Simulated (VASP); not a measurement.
# Cu (Fm-3m) in VASP: further runs

Cu is run at these levels: r2SCAN; tasks: single point, relaxation of cell and atoms.

Program: VASP 6.6.1. These are calculated values, not measurements. Logs are shortened: lines on timing, memory, paths and dates and some standing lists are left out, and cuts for length are marked.

### 1 The cell of the first run

It takes space group Fm-3m (No. 225, cubic). The conventional cell has a = 3.576 Å, b = 3.576 Å, c = 3.576 Å, α = 90.00°, β = 90.00°, γ = 90.00°. Within 3.3 Å of Cu (site symmetry m-3m) lie 12 Cu at 2.53 Å.

### 2 Single point, r2SCAN

File POSCAR:

```
Cu
1.0
    0.0000000000      1.7881601367      1.7881601367
    1.7881601367      0.0000000000      1.7881601367
    1.7881601367      1.7881601367      0.0000000000
Cu
1
Direct
    0.0000000000      0.0000000000      0.0000000000
```

File INCAR.step1:

```
PREC = Accurate ; ENCUT = 660
ISMEAR = -1 ; SIGMA = 0.05
LREAL = F ; LASPH = T
NELM = 120 ; NBANDS = 12
GGA = PE ; ALGO = Normal
EDIFF = 1E-5 ; LWAVE = T
LCHARG = F ; GGA_COMPAT = F
```

File INCAR.step2:

```
PREC = Accurate ; ENCUT = 660
EDIFF = 1E-6 ; ISMEAR = -1
SIGMA = 0.05 ; LREAL = F
LASPH = T ; NELM = 120
ALGO = Normal ; ISIF = 2
LWAVE = F ; LCHARG = F
METAGGA = R2SCAN ; LMIXTAU = T
NBANDS = 12 ; ISTART = 1
GGA_COMPAT = F
```

File KPOINTS:

```
Automatic mesh
0
Gamma
  21 21 21
```

Potentials or basis: VASP PAW PBE potentials, release 64 (Cu).

The run is started by

```
> cat potpaw_PBE.64/Cu/POTCAR > POTCAR
> cp INCAR.step1 INCAR
> mpirun -np 1 vasp_std > vasp.out
> cp INCAR.step2 INCAR
> mpirun -np 1 vasp_std > vasp.out
```

OUTCAR:

```text
PREC = Accurate
   ENCUT = 660
   EDIFF = 1E-6
   ISMEAR = -1
   LREAL = F
   LASPH = T
   NELM = 120
   ISIF = 2
   METAGGA = R2SCAN
   ISTART = 1

 ion  position               nearest neighbor table
   1  0.000  0.000  0.000-

  LATTYP: Found a face centered cubic cell.
 ALAT       =     3.5763202734

  Lattice vectors:

 A1 = (   0.0000000000,   1.7881601367,   1.7881601367)
 A2 = (   1.7881601367,   0.0000000000,   1.7881601367)
 A3 = (   1.7881601367,   1.7881601367,   0.0000000000)

Analysis of symmetry for initial positions (statically):
=====================================================================
 Subroutine PRICEL returns:
 Original cell was already a primitive cell.

 Routine SETGRP: Setting up the symmetry group for a
 face centered cubic supercell.

 Subroutine GETGRP returns: Found 48 space group operations
 (whereof 48 operations were pure point group operations)
 out of a pool of 48 trial point group operations.

The static configuration has the point symmetry O_h .

Analysis of symmetry for dynamics (positions and initial velocities):
=====================================================================
 Subroutine PRICEL returns:
 Original cell was already a primitive cell.

 Routine SETGRP: Setting up the symmetry group for a
 face centered cubic supercell.

 Subroutine GETGRP returns: Found 48 space group operations
 (whereof 48 operations were pure point group operations)
 out of a pool of 48 trial point group operations.

The dynamic configuration has the point symmetry O_h .

 Subroutine INISYM returns: Found 48 space group operations
 (whereof 48 operations are pure point group operations),
 and found     1 'primitive' translations

----------------------------------------------------------------------------------------

                                     Primitive cell

  volume of cell :      11.4353

  direct lattice vectors                    reciprocal lattice vectors
     0.000000000  1.788160137  1.788160137    -0.279617015  0.279617015  0.279617015
     1.788160137  0.000000000  1.788160137     0.279617015 -0.279617015  0.279617015
     1.788160137  1.788160137  0.000000000     0.279617015  0.279617015 -0.279617015

  length of vectors
     2.528840317  2.528840317  2.528840317     0.484310877  0.484310877  0.484310877

  position of ions in fractional coordinates (direct lattice)
     0.000000000  0.000000000  0.000000000

  ion indices of the primitive-cell ions
   primitive index   ion index
                 1           1

----------------------------------------------------------------------------------------

 KPOINTS: Automatic mesh

Automatic generation of k-mesh.
 Grid dimensions read from file:
 generate k-points for:   21   21   21

 Generating k-lattice:

  Cartesian coordinates                     Fractional coordinates (reciprocal lattice)
    -0.013315096  0.013315096  0.013315096     0.047619048  0.000000000  0.000000000
     0.013315096 -0.013315096  0.013315096     0.000000000  0.047619048  0.000000000
     0.013315096  0.013315096 -0.013315096     0.000000000  0.000000000  0.047619048

  Length of vectors
     0.023062423  0.023062423  0.023062423

  Shift w.r.t. Gamma in fractional coordinates (k-lattice)
     0.000000000  0.000000000  0.000000000

 Subroutine IBZKPT returns following result:
 ===========================================

 Found    286 irreducible k-points:

 Following reciprocal coordinates:
            Coordinates               Weight
  0.000000  0.000000  0.000000      1.000000
  0.047619  0.000000  0.000000      8.000000
  0.095238  0.000000  0.000000      8.000000
  0.142857  0.000000  0.000000      8.000000
  0.190476  0.000000  0.000000      8.000000
  0.238095  0.000000  0.000000      8.000000
[... 16 lines left out ...]
 -0.428571  0.047619  0.000000     24.000000
 -0.380952  0.047619  0.000000     24.000000
 [... further k-points ...]
   k-points           NKPTS =    286   k-points in BZ     NKDIM =    286   number of bands    NBANDS=     12
   number of dos      NEDOS =    301   number of ions     NIONS =      1
   total plane-waves  NPLWV =  13824
   dimension x,y,z NGX =    24 NGY =   24 NGZ =   24
   dimension x,y,z NGXF=    48 NGYF=   48 NGZF=   48
   ions per type =               1
   NGX,Y,Z   is equivalent  to a cutoff of  15.78, 15.78, 15.78 a.u.
   NGXF,Y,Z  is equivalent  to a cutoff of  31.56, 31.56, 31.56 a.u.
 SYSTEM =  unknown system
   PREC   = accura    normal or accurate (medium, high low for compatibility)
   ISTART =      1    job   : 0-new  1-cont  2-samecut
   ICHARG =      0    charge: 1-file 2-atom 10-const
   ISPIN  =      1    spin polarized calculation?
   LNONCOLLINEAR =      F non collinear calculations
   LSORBIT =      F    spin-orbit coupling
   LASPH  =      T    aspherical Exc in radial PAW
   ENCUT  =  660.0 eV  48.51 Ry    6.96 a.u.   5.30  5.30  5.30*2*pi/ulx,y,z
   NELM   =    120;   NELMIN=  2; NELMDL=  0     # of ELM steps
   EDIFF  = 0.1E-05   stopping-criterion for ELM
   LREAL  =      F    real-space projection
   EDIFFG = 0.1E-04   stopping-criterion for IOM
   NSW    =      0    number of steps for IOM
   IBRION =     -1    ionic relax: 0-MD 1-quasi-New 2-CG
   NFREE  =      0    steps in history (QN), initial steepest desc. (CG)
   ISIF   =      2    stress and relaxation
   ISYM   =      2    0-nonsym 1-usesym 2-fastsym
   POTIM  = 0.5000    time-step for ionic-motion
   TEBEG  =    0.0;   TEEND  =   0.0 temperature during run
   PSTRESS=    0.0 pullay stress
   NELECT =      11.0000    total number of electrons
   NUPDOWN=      -1.0000    fix difference up-down
   EMIN   =  10.00;   EMAX   =-10.00  energy-range for DOS
   EFERMI =   0.00;   METHOD = LEGACY
   ISMEAR =    -1;   SIGMA  =   0.05  broadening in eV -4-tet -1-fermi 0-gaus
   EFERMI_NEDOS =   21; number of points for ismear=-14 and -15
   IALGO  =     38    algorithm
   IMIX   =      4    mixing-type and parameters
     AMIX     =   0.40;   BMIX     =  1.00
     AMIX_MAG =   1.60;   BMIX_MAG =  1.00
  volume/ion in A,a.u.               =      11.44        77.17
  Fermi-wavevector in a.u.,A,eV,Ry     =   1.616054  3.053900 35.533410  2.611632
  Thomas-Fermi vector in A             =   2.710703
   LORBIT       =      0    0 simple, 1 ext, 2 COOP (PROOUT), +10 PAW based schemes
   METAGGA = R2SCAN    functional components
   LHFCALC =     F    Hartree Fock is set to
   AEXX    =    0.0000 exact exchange contribution
   IVDW    =     0    specifies the selected vdW correction
   LEPSILON=     F    determine dielectric tensor
   LRPA    =     F    only Hartree local field effects (RPA)
 non-spin polarized calculation
  energy-cutoff  :      660.00
  volume of cell :       11.44
 maximum number of plane-waves:       459
 NGX is ok and might be reduce to    24
   NGX = 11   NGY = 11   NGZ = 11

 number of electron      10.9999999 magnetization

 Free energy of the ion-electron system (eV)
  ---------------------------------------------------
  ext. energy  EPLUGINS =         0.00000000
  ---------------------------------------------------
  free energy    TOTEN  =       -10.82684101 eV

  energy without entropy =      -10.82388630  energy(sigma->0) =      -10.82536366

 E-fermi :   7.8439     XC(G=0): -13.9647

 val. band max:        7.8333884568   @ k =  -0.3333   0.1905   0.0000
 cond. band min:       7.8506950850   @ k =  -0.3333   0.1905   0.0476
 fundamental gap:      0.0173066282
 Fermi energy:         7.8438874910

 k-point     1 :       0.0000    0.0000    0.0000
  band No.  band energies     occupation
      1      -2.1267      2.00000
      2       4.5561      2.00000
      3       4.5561      2.00000
      4       4.5561      2.00000
      5       5.4139      2.00000
      6       5.4139      2.00000
      7      31.4500      0.00000
      8      34.7434      0.00000
      9      34.7434      0.00000
     10      34.7434      0.00000
     11      37.1575      0.00000
     12      37.1575      0.00000

 k-point     2 :       0.0476    0.0000    0.0000
  band No.  band energies     occupation
      1      -2.0387      2.00000
      2       4.5366      2.00000
      3       4.5731      2.00000
      4       4.5731      2.00000
      5       5.4070      2.00000
      6       5.4070      2.00000
      7      31.0408      0.00000
      8      33.4224      0.00000
      9      34.4266      0.00000
     10      34.4266      0.00000
     11      37.5957      0.00000
     12      37.5957      0.00000

 k-point     3 :       0.0952    0.0000    0.0000
  band No.  band energies     occupation
      1      -1.7769      2.00000
      2       4.4822      2.00000
      3       4.6188      2.00000
      4       4.6188      2.00000
      5       5.3911      2.00000
      6       5.3911      2.00000
      7      29.2764      0.00000
      8      32.4968      0.00000
      9      33.8180      0.00000
     10      33.8180      0.00000
     11      38.5380      0.00000
     12      38.5380      0.00000
[... 286 lines left out ...]
 k-point    23 :      -0.4286    0.0476    0.0000
  band No.  band energies     occupation
      1       2.3539      2.00000
      2       4.4965      2.00000
      3       4.5461      2.00000
      4       5.5538      2.00000
      5       5.9596      2.00000
      6       6.6602      2.00000
      7      12.8012      0.00000
      8      29.0187      0.00000
      9      30.7946      0.00000
     10      31.4824      0.00000
     11      34.7151      0.00000
     12      35.8469      0.00000

 k-point    24 :      -0.3810    0.0476    0.0000
  band No.  band energies     occupation
      1       2.1447      2.00000
      2       4.5386      2.00000
      3       4.5805      2.00000
      4       5.1054      2.00000
      5       5.8510      2.00000
      6       6.2151      2.00000
      7      14.3949      0.00000
      8      28.9278      0.00000
      9      31.0451      0.00000
     10      32.1665      0.00000
     11      34.6420      0.00000
     12      36.2871      0.00000

 [... further k-points ...]

------------------------ aborting loop because EDIFF is reached ----------------------------------------

  FORCE on cell =-STRESS in cart. coord.  units (eV):
  Direction    XX          YY          ZZ          XY          YZ          ZX
  --------------------------------------------------------------------------------------
  -------------------------------------------------------------------------------------
  Total        0.0307064      0.0307064      0.0307064     -0.0000000     -0.0000000      0.0000000
  in kB        4.3022005      4.3022005      4.3022005     -0.0000000     -0.0000000      0.0000000
  external PRESSURE =       4.3022005 kB  Pullay stress =       0.0000000 kB

 VOLUME and BASIS-vectors are now :
 -----------------------------------------------------------------------------
  energy-cutoff  :      660.00
  volume of cell :       11.44
      direct lattice vectors                 reciprocal lattice vectors
     0.000000000  1.788160137  1.788160137    -0.279617015  0.279617015  0.279617015
     1.788160137  0.000000000  1.788160137     0.279617015 -0.279617015  0.279617015
     1.788160137  1.788160137  0.000000000     0.279617015  0.279617015 -0.279617015

 POSITION                                       TOTAL-FORCE (eV/Angst)
 -----------------------------------------------------------------------------------
      0.00000      0.00000      0.00000         0.000000      0.000000      0.000000
 -----------------------------------------------------------------------------------
    total drift:                                0.000000      0.000000     -0.000000

  FREE ENERGIE OF THE ION-ELECTRON SYSTEM (eV)
  ---------------------------------------------------
  free  energy   TOTEN  =       -10.8268410080 eV

  energy  without entropy=      -10.8238863029  energy(sigma->0) =      -10.82536366
```

Run time: 71 s. Hardware: 1 thread of Intel Xeon 6975P-C (Granite Rapids), shared host; peak memory 0.18 GiB.

Results:

| Property | Result |
| --- | --- |
| Free energy | -10.8268 eV |
| Pressure | 0.4 GPa |
| Band gap on the k mesh | zero (an odd number of electrons rules out a gap without spin polarisation) |

Levels at points of the mesh, in eV from the Fermi level:
| k point | band 2 | band 3 | band 4 | band 5 | band 6 | band 7 | band 8 | band 9 | band 10 | band 11 |
| --- | --- | --- | --- | --- | --- | --- | --- | --- | --- | --- |
| (0.00, 0.00, 0.00) | -3.29 | -3.29 | -3.29 | -2.43 | -2.43 | 23.61 | 26.90 | 26.90 | 26.90 | 29.31 |

Caveat: the PAW data sets were made with another functional, which shifts forces and pressure a little.

### 3 Relaxation of cell and atoms, r2SCAN

This run uses another cell than the first one, of 11.81 Å³/atom.

File POSCAR:

```
Cu
1.0
    0.0000000000      1.8074791684      1.8074791684
    1.8074791684      0.0000000000      1.8074791684
    1.8074791684      1.8074791684      0.0000000000
Cu
1
Direct
    0.0000000000      0.0000000000      0.0000000000
```

File INCAR.step1:

```
ALGO = Normal ; EDIFF = 1E-5
EDIFFG = -0.005 ; ENCUT = 660
GGA = PE ; GGA_COMPAT = F
IBRION = 2 ; ISIF = 3
ISMEAR = -1 ; LASPH = T
LCHARG = F ; LREAL = F
LWAVE = T ; NELM = 120
NELMIN = 4 ; NSW = 100
PREC = Accurate ; SIGMA = 0.05
```

File INCAR.step2:

```
ALGO = Normal ; EDIFF = 1E-7
EDIFFG = -0.005 ; ENCUT = 660
GGA_COMPAT = F ; IBRION = 2
ISIF = 3 ; ISMEAR = -1
ISTART = 1 ; LASPH = T
LCHARG = F ; LMIXTAU = T
LREAL = F ; LWAVE = F
METAGGA = R2SCAN ; NELM = 120
NELMIN = 4 ; NSW = 60
PREC = Accurate ; SIGMA = 0.05
```

File KPOINTS:

```
k-points
0
Gamma
  21 21 21
```

Potentials or basis: VASP PAW PBE potentials, release 64 (Cu).

The run is started by

```
> cat potpaw_PBE.64/Cu/POTCAR > POTCAR
> cp INCAR.step1 INCAR
> mpirun -np 1 vasp_std > vasp.out
> cp INCAR.step2 INCAR
> mpirun -np 1 vasp_std > vasp.out
```

Run time: 2.5 min. Hardware: 1 thread of Intel Xeon 6975P-C (Granite Rapids), shared host; peak memory 0.18 GiB.

Results (log left out):

* Free energy: -10.8273 eV
* Relaxed volume: 11.48 Å³/atom
* Relaxed cell: a = 2.532 Å, b = 2.532 Å, c = 2.532 Å, α = 60.00°, β = 60.00°, γ = 60.00°
* Space group after relaxing (to 0.1 Å): Fm-3m (No. 225)
* Energy gained by relaxing: 4.7 meV/atom
* Ionic steps: 3
* Pressure after relaxing: 0.0 GPa
* Band gap on the k mesh: zero (an odd number of electrons rules out a gap without spin polarisation)

Step by step:
```csv
step,energy change (eV),largest force (eV/Å),pressure (GPa),volume (Å³)
1,0.0000,0.0000,-4.39,11.81
2,-0.0027,0.0000,2.99,11.26
3,-0.0047,0.0000,-0.02,11.48
```

Final structure:
```
Cu
1.0
     0.00000    1.79029    1.79029
     1.79029    0.00000    1.79029
     1.79029    1.79029    0.00000
Cu
1
Direct
  0.00000 0.00000 0.00000
```

Levels at points of the mesh, in eV from the Fermi level:
```
           k point  band 4  band 5  band 6  band 7  band 8  band 9
(0.00, 0.00, 0.00)   -3.28   -2.42   -2.42   23.58   26.84   26.84
```

Caveat: the PAW data sets were made with another functional, which shifts forces and pressure a little.
